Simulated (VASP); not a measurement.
# TaSi5 (P-6m2) in VASP: further runs

The runs below take TaSi5 through relaxation of cell and atoms, with PBE.

All numbers are computed with VASP 6.6.1; they aren't measurements. Logs are shortened: lines on timing, memory, paths and dates and some standing lists are left out, and cuts for length are marked.

### 1 The cell of the first run

The structure is hexagonal, space group P-6m2 (No. 187). Conventional cell: a = 2.984 Å, b = 2.984 Å, c = 15.079 Å, α = 90.00°, β = 90.00°, γ = 120.00°. Within 3.9 Å of Ta (site symmetry -6m2) lie 6 Ta at 2.98 Å and 6 Si at 3.03 Å. Si (site symmetry 3m) has 9 Si at 2.98 to 3.06 Å and 3 Ta at 3.03 Å within 3.9 Å. Si (site symmetry 3m) has 12 Si at 2.98 to 3.06 Å within 3.9 Å. Si (site symmetry -6m2) has 12 Si at 2.98 to 3.06 Å within 3.9 Å.

### 2 Relaxation of cell and atoms, PBE

INCAR

```
SYSTEM = TaSi5
ALGO = Normal ; EDIFF = 1E-6
EDIFFG = -0.04 ; ENCUT = 600
GGA = PE ; IBRION = 2
ISIF = 3 ; ISMEAR = 0
LASPH = .TRUE. ; LCHARG = .FALSE.
LREAL = .FALSE. ; LWAVE = .FALSE.
NELM = 60 ; NSW = 90
PREC = Accurate ; SIGMA = 0.1
```

KPOINTS

```
k-points
0
G
  6 6 1
  0 0 0
```

POSCAR

```
TaSi5
1.0
    2.9840038200      0.0000000000      0.0000000000
   -1.4920019100      2.5842231100      0.0000000000
    0.0000000000      0.0000000000     15.0790385500
Ta Si
1 5
Direct
    0.0000000000      0.0000000000      0.0000000000
    0.6666666700      0.3333333300      0.8349520000
    0.0000000000      0.0000000000      0.6673210300
    0.6666666700      0.3333333300      0.5000000000
    0.0000000000      0.0000000000      0.3326789700
    0.6666666700      0.3333333300      0.1650480000
```

Potentials or basis: VASP PAW PBE potentials, release 64 (Ta_pv, Si).

The run is started by

```console
> cat potpaw_PBE.64/Ta_pv/POTCAR potpaw_PBE.64/Si/POTCAR > POTCAR
> mpirun -np 1 vasp_std > vasp.out
```

OUTCAR:

```text
SYSTEM = TaSi5
   EDIFF = 1E-6
   EDIFFG = -0.04
   ENCUT = 600
   GGA = PE
   IBRION = 2
   ISIF = 3
   ISMEAR = 0
   LASPH = .TRUE.
   LREAL = .FALSE.
   NELM = 60
   NSW = 90
   PREC = Accurate

 ion  position               nearest neighbor table
   1  0.000  0.000  0.000-   2 3.03   6 3.03   2 3.03   6 3.03   2 3.03   6 3.03
   2  0.667  0.333  0.835-   1 3.03   1 3.03   1 3.03   3 3.06   3 3.06   3 3.06
   3  0.000  0.000  0.667-   4 3.06   4 3.06   4 3.06   2 3.06   2 3.06   2 3.06
   4  0.667  0.333  0.500-   3 3.06   5 3.06   3 3.06   5 3.06   3 3.06   5 3.06
   5  0.000  0.000  0.333-   4 3.06   4 3.06   4 3.06   6 3.06   6 3.06   6 3.06
   6  0.667  0.333  0.165-   1 3.03   1 3.03   1 3.03   5 3.06   5 3.06   5 3.06

  LATTYP: Found a hexagonal cell.
 ALAT       =     2.9840038200
 C/A-ratio  =     5.0532906322

  Lattice vectors:

 A1 = (   2.9840038200,   0.0000000000,   0.0000000000)
 A2 = (  -1.4920019100,   2.5842231100,   0.0000000000)
 A3 = (   0.0000000000,   0.0000000000,  15.0790385500)

Analysis of symmetry for initial positions (statically):
=====================================================================
 Subroutine PRICEL returns:
 Original cell was already a primitive cell.

 Routine SETGRP: Setting up the symmetry group for a
 hexagonal supercell.

 Subroutine GETGRP returns: Found 12 space group operations
 (whereof 12 operations were pure point group operations)
 out of a pool of 24 trial point group operations.

The static configuration has the point symmetry D_3h.

Analysis of symmetry for dynamics (positions and initial velocities):
=====================================================================
 Subroutine PRICEL returns:
 Original cell was already a primitive cell.

 Routine SETGRP: Setting up the symmetry group for a
 hexagonal supercell.

 Subroutine GETGRP returns: Found 12 space group operations
 (whereof 12 operations were pure point group operations)
 out of a pool of 24 trial point group operations.

The dynamic configuration has the point symmetry D_3h.

 Subroutine INISYM returns: Found 12 space group operations
 (whereof 12 operations are pure point group operations),
 and found     1 'primitive' translations

----------------------------------------------------------------------------------------

                                     Primitive cell

[... 81 lines left out ...]
   LREAL  =      F    real-space projection
   EDIFFG = -.4E-01   stopping-criterion for IOM
   NSW    =     90    number of steps for IOM
   IBRION =      2    ionic relax: 0-MD 1-quasi-New 2-CG
   NFREE  =      1    steps in history (QN), initial steepest desc. (CG)
   ISIF   =      3    stress and relaxation
   ISYM   =      2    0-nonsym 1-usesym 2-fastsym
   POTIM  = 0.5000    time-step for ionic-motion
   TEBEG  =    0.0;   TEEND  =   0.0 temperature during run
   PSTRESS=    0.0 pullay stress
   NELECT =      31.0000    total number of electrons
   NUPDOWN=      -1.0000    fix difference up-down
   EMIN   =  10.00;   EMAX   =-10.00  energy-range for DOS
   EFERMI =   0.00;   METHOD = LEGACY
   ISMEAR =     0;   SIGMA  =   0.10  broadening in eV -4-tet -1-fermi 0-gaus
   EFERMI_NEDOS =   21; number of points for ismear=-14 and -15
   IALGO  =     38    algorithm
   IMIX   =      4    mixing-type and parameters
     AMIX     =   0.40;   BMIX     =  1.00
     AMIX_MAG =   1.60;   BMIX_MAG =  1.00
  volume/ion in A,a.u.               =      19.38       130.78
  Fermi-wavevector in a.u.,A,eV,Ry     =   1.053645  1.991101 15.104755  1.110168
  Thomas-Fermi vector in A             =   2.188775
   LORBIT       =      0    0 simple, 1 ext, 2 COOP (PROOUT), +10 PAW based schemes
   GGA     = PE    functional components
   LHFCALC =     F    Hartree Fock is set to
   AEXX    =    0.0000 exact exchange contribution
   IVDW    =     0    specifies the selected vdW correction
   LEPSILON=     F    determine dielectric tensor
   LRPA    =     F    only Hartree local field effects (RPA)
 conjugate gradient relaxation of ions
 non-spin polarized calculation
 Gauss-broadening in eV      SIGMA  =   0.10
  energy-cutoff  :      600.00
  volume of cell :      116.28
 maximum number of plane-waves:      3912
 NGX is ok and might be reduce to    24
   NGX = 11   NGY = 11   NGZ = 61

--------------------------------------- Ionic step        1  -------------------------------------------

 number of electron      30.9999996 magnetization

 Free energy of the ion-electron system (eV)
  ---------------------------------------------------
  ext. energy  EPLUGINS =         0.00000000
  ---------------------------------------------------
  free energy    TOTEN  =       -34.82025356 eV

  energy without entropy =      -34.80659565  energy(sigma->0) =      -34.81342460

------------------------ aborting loop because EDIFF is reached ----------------------------------------

  FORCE on cell =-STRESS in cart. coord.  units (eV):
  Direction    XX          YY          ZZ          XY          YZ          ZX
  --------------------------------------------------------------------------------------
  -------------------------------------------------------------------------------------
  Total      -11.5561129    -11.5561128    -11.7448430      0.0000000     -0.0000000     -0.0000000
  in kB     -159.2279578   -159.2279574   -161.8284096      0.0000000     -0.0000000     -0.0000000
  external PRESSURE =    -160.0947750 kB  Pullay stress =       0.0000000 kB
[... 101 lines left out ...]
  FREE ENERGIE OF THE ION-ELECTRON SYSTEM (eV)
  ---------------------------------------------------
  free  energy   TOTEN  =       -36.3531988086 eV

  energy  without entropy=      -36.3468903432  energy(sigma->0) =      -36.35004458

[... ionic steps 4 to 8 ...]

--------------------------------------- Ionic step        9  -------------------------------------------

 number of electron      31.0000002 magnetization

------------------------ aborting loop because EDIFF is reached ----------------------------------------
[... 75 lines left out ...]
--------------------------------------- Ionic step       11  -------------------------------------------

 number of electron      31.0000002 magnetization

 Free energy of the ion-electron system (eV)
  ---------------------------------------------------
  ext. energy  EPLUGINS =         0.00000000
  ---------------------------------------------------
  free energy    TOTEN  =       -36.38401132 eV

  energy without entropy =      -36.37937092  energy(sigma->0) =      -36.38169112

 E-fermi :   8.9834     XC(G=0): -11.3326

 val. band max:        8.7809490137   @ k =   0.3333   0.1667   0.0000
 cond. band min:       9.0122746446   @ k =   0.5000  -0.0000   0.0000
 fundamental gap:      0.2313256309
 Fermi energy:         8.9834299465

 k-point     1 :       0.0000    0.0000    0.0000
  band No.  band energies     occupation
      1     -25.4173      2.00000
      2     -24.4155      2.00000
      3     -24.4155      2.00000
      4      -4.5480      2.00000
      5      -3.9661      2.00000
      6      -3.3587      2.00000
[... 176 lines left out ...]
  FREE ENERGIE OF THE ION-ELECTRON SYSTEM (eV)
  ---------------------------------------------------
  free  energy   TOTEN  =       -36.3840113225 eV

  energy  without entropy=      -36.3793709176  energy(sigma->0) =      -36.38169112

 reached required accuracy - stopping structural energy minimisation
```

CONTCAR:

```text
TaSi5
   1.00000000000000
     2.7767109358988460    0.0000000000000000   -0.0000000000000000
    -1.3883554679494230    2.4047022070005877    0.0000000000000000
    -0.0000000000000000   -0.0000000000000000   13.9256932407298013
  Ta              Si
     1     5
Direct
     0.0000000000000000    0.0000000000000000    0.0000000000000000
     0.6666666699999979    0.3333333300000021    0.8407206063312390
     1.0000000000000000    0.0000000000000000    0.6723756142185033
     0.6666666699999979    0.3333333300000021    0.5000000000000000
     1.0000000000000000    0.0000000000000000    0.3276243857814967
     0.6666666699999979    0.3333333300000021    0.1592793936687608

  0.00000000E+00  0.00000000E+00  0.00000000E+00
  0.00000000E+00  0.00000000E+00  0.00000000E+00
  0.00000000E+00  0.00000000E+00  0.00000000E+00
  0.00000000E+00  0.00000000E+00  0.00000000E+00
  0.00000000E+00  0.00000000E+00  0.00000000E+00
  0.00000000E+00  0.00000000E+00  0.00000000E+00
```

Run time: 81 s. Hardware: 1 thread of Intel Xeon 6975P-C (Granite Rapids), shared host; peak memory 0.26 GiB.

Results:

- Free energy: -36.3840 eV
- Relaxed volume: 15.50 Å³/atom
- Relaxed cell: a = 2.777 Å, b = 2.777 Å, c = 13.926 Å, α = 90.00°, β = 90.00°, γ = 120.00°
- Space group after relaxing (to 0.05 Å): P-6m2 (No. 187)
- Energy gained by relaxing: 260.6 meV/atom
- Ionic steps: 11
- Pressure after relaxing: 0.1 GPa
- Largest force after relaxing: 0.020 eV/Å

Forces on the atoms (eV/Å):
```
Ta   0.000  0.000  0.000
Si   0.000  0.000  0.020
Si   0.000  0.000  0.008
Si   0.000  0.000  0.000
Si   0.000  0.000 -0.008
Si   0.000  0.000 -0.020
```

Stress tensor (GPa, compression positive):
```
 0.10  0.00  0.00
 0.00  0.10  0.00
 0.00  0.00 -0.04
```

The path:
| step | energy change (eV) | largest force (eV/Å) | pressure (GPa) | volume (Å³) |
| --- | --- | --- | --- | --- |
| 1 | 0.0000 | 1.1065 | -16.01 | 116.28 |
| 2 | -1.3799 | 0.2303 | 8.91 | 86.64 |
| 3 | -1.5329 | 0.3144 | 0.20 | 92.38 |
| 4 | -1.5462 | 0.1784 | 0.30 | 92.46 |
| 5 | -1.5468 | 0.1687 | 0.34 | 92.48 |
| 6 | -1.5553 | 0.1324 | -0.02 | 92.96 |
| 7 | -1.5594 | 0.0887 | -0.46 | 93.60 |
| 8 | -1.5607 | 0.0800 | 0.36 | 92.95 |
| 9 | -1.5608 | 0.0751 | 0.21 | 93.08 |
| 10 | -1.5624 | 0.0529 | 0.15 | 93.05 |
| 11 | -1.5638 | 0.0202 | 0.05 | 92.98 |

Final structure:
```cif
data_structure
_symmetry_space_group_name_H-M 'P 1'
_symmetry_Int_Tables_number 1
_cell_length_a 2.7767
_cell_length_b 2.7767
_cell_length_c 13.9257
_cell_angle_alpha 90.000
_cell_angle_beta 90.000
_cell_angle_gamma 120.000
_cell_volume 92.98
loop_
_atom_site_label
_atom_site_type_symbol
_atom_site_fract_x
_atom_site_fract_y
_atom_site_fract_z
_atom_site_occupancy
Ta1 Ta 0.00000 0.00000 0.00000 1
Si1 Si 0.66667 0.33333 0.84072 1
Si2 Si 0.00000 0.00000 0.67238 1
Si3 Si 0.66667 0.33333 0.50000 1
Si4 Si 0.00000 0.00000 0.32762 1
Si5 Si 0.66667 0.33333 0.15928 1
```

Levels at points of the mesh, in eV from the Fermi level:
```
           k point  band 12  band 13  band 14  band 15  band 16  band 17  band 18  band 19
(0.00, 0.00, 0.00)    -0.91     0.48     0.48     1.72     3.81     3.81     5.33     8.29
(0.50, 0.00, 0.00)    -4.48    -3.16    -2.97    -2.01     0.03     0.76     1.41     1.47
```

Caveat: the k points lie up to 0.45 Å⁻¹ apart in the final cell; the volume moved by over 15 % at a fixed basis, so the end points are rough; the bands computed are all filled at some k points, so no gap is given; spin-orbit coupling is left out, which moves the levels of the heavy elements.

### 3 Relaxation of cell and atoms, PBE

This run uses another cell than the first one, of 15.53 Å³/atom, 0.801 times its volume.

INCAR

```
PREC = Accurate
ENCUT = 600
EDIFF = 1E-6
ISMEAR = 0
SIGMA = 0.1
LREAL = F
LASPH = T
NELM = 100
ALGO = Normal
ISIF = 3
LWAVE = F
LCHARG = F
GGA = PE
IBRION = 2
NSW = 90
EDIFFG = -0.04
```

KPOINTS

```
Automatic mesh
0
Gamma
  6 6 2
```

POSCAR

```
TaSi5
1.0
    2.7807639748      0.0000000000      0.0000000000
   -1.3903819874      2.4082122441      0.0000000000
    0.0000000000      0.0000000000     13.9099991222
Ta Si
1 5
Direct
    0.0000000000      0.0000000000      0.0000000000
    0.6666666667      0.3333333333      0.8408732335
    0.0000000000      0.0000000000      0.6716279470
    0.6666666667      0.3333333333      0.5000000000
    0.0000000000      0.0000000000      0.3283720530
    0.6666666667      0.3333333333      0.1591267665
```

Potentials or basis: VASP PAW PBE potentials, release 64 (Ta_pv, Si).

The run is started by

```console
> cat potpaw_PBE.64/Ta_pv/POTCAR potpaw_PBE.64/Si/POTCAR > POTCAR
> mpirun -np 1 vasp_std > vasp.out
```

Run time: 4.7 min. Hardware: 1 thread of Intel Xeon 6975P-C (Granite Rapids), shared host; peak memory 0.27 GiB.

Results (log left out):

| Property | Result |
| --- | --- |
| Free energy | -37.6242 eV |
| Relaxed volume | 16.66 Å³/atom |
| Relaxed cell | a = 3.517 Å, b = 3.517 Å, c = 9.334 Å, α = 90.00°, β = 90.00°, γ = 120.00° |
| Space group after relaxing (to 0.05 Å) | P-6m2 (No. 187) |
| Energy gained by relaxing | 217.1 meV/atom |
| Ionic steps | 28 |
| Pressure after relaxing | 0.0 GPa |
| Largest force after relaxing | 0.039 eV/Å |

Forces on the atoms (eV/Å):
```
Ta   0.000  0.000  0.000
Si   0.000  0.000  0.039
Si   0.000  0.000 -0.007
Si   0.000  0.000  0.000
Si   0.000  0.000  0.007
Si   0.000  0.000 -0.039
```

Stress tensor (GPa, compression positive):
```
 0.09  0.00  0.00
 0.00  0.09  0.00
 0.00  0.00 -0.20
```

The path:
```csv
step,energy change (eV),largest force (eV/Å),pressure (GPa),volume (Å³)
1,0.0000,0.2790,0.42,93.15
2,-0.0663,0.3175,-0.32,93.67
3,-0.4929,0.7534,-1.93,94.81
4,-0.3671,0.8138,-0.52,95.15
5,-0.3794,1.0755,2.11,94.63
6,-0.9504,0.7479,7.99,92.56
7,0.7989,2.2667,31.57,83.87
8,-0.6906,0.3923,15.11,89.70
9,-0.8388,0.7166,13.64,90.40
10,-0.9810,0.9704,10.08,91.85
11,-0.9077,0.8172,12.74,90.80
12,-0.9290,0.7385,12.01,91.26
13,-0.9581,0.3607,9.75,92.63
14,-0.9859,0.3855,9.29,92.92
15,-1.0631,0.4419,7.89,93.79
16,-1.1804,0.4370,5.09,95.54
17,-1.2503,0.5197,-0.11,99.02
18,-1.2539,0.4978,0.75,98.41
19,-1.2605,0.4704,0.63,98.54
20,-1.2764,0.3880,0.30,98.92
21,-1.2911,0.2237,-0.28,99.68
22,-1.2913,0.1979,-0.37,99.80
23,-1.2944,0.1532,-0.08,99.62
24,-1.2979,0.1216,0.79,99.09
25,-1.3003,0.1002,0.50,99.39
26,-1.3020,0.0568,-0.10,100.03
27,-1.3020,0.0615,-0.04,99.96
28,-1.3024,0.0387,-0.01,99.96
```

Final structure:
```xyz
6
Lattice="3.5165 0.0000 0.0000 -1.7583 3.0454 0.0000 0.0000 0.0000 9.3341" Properties=species:S:1:pos:R:3 pbc="T T T"
Ta   -1.7583    3.0454    9.3341
Si    1.7583    1.0151    7.6544
Si    0.0000    0.0000    6.3613
Si    1.7583    1.0151    4.6671
Si    3.5165    0.0000    2.9729
Si    1.7583    1.0151    1.6798
```

Levels at points of the mesh, in eV from the Fermi level:
| k point | band 11 | band 12 | band 13 | band 14 | band 15 | band 16 | band 17 | band 18 | band 19 |
| --- | --- | --- | --- | --- | --- | --- | --- | --- | --- |
| (0.00, 0.00, 0.00) | -0.85 | -0.85 | -0.48 | 0.28 | 0.28 | 0.90 | 2.34 | 2.34 | 2.66 |
| (0.50, 0.00, 0.00) | -3.67 | -2.57 | -2.29 | -1.84 | -0.87 | 0.84 | 0.94 | 1.08 | 1.33 |
| (0.00, 0.00, 0.50) | -1.24 | -1.00 | -1.00 | 1.01 | 1.01 | 1.17 | 1.17 | 1.64 | 2.73 |
| (0.50, 0.00, 0.50) | -2.83 | -2.70 | -2.02 | -1.69 | -1.25 | -0.48 | 0.49 | 1.57 | 2.46 |

Caveat: the k points lie up to 0.34 Å⁻¹ apart in the final cell; spin-orbit coupling is left out, which moves the levels of the heavy elements.

[end of part 1 of 2]
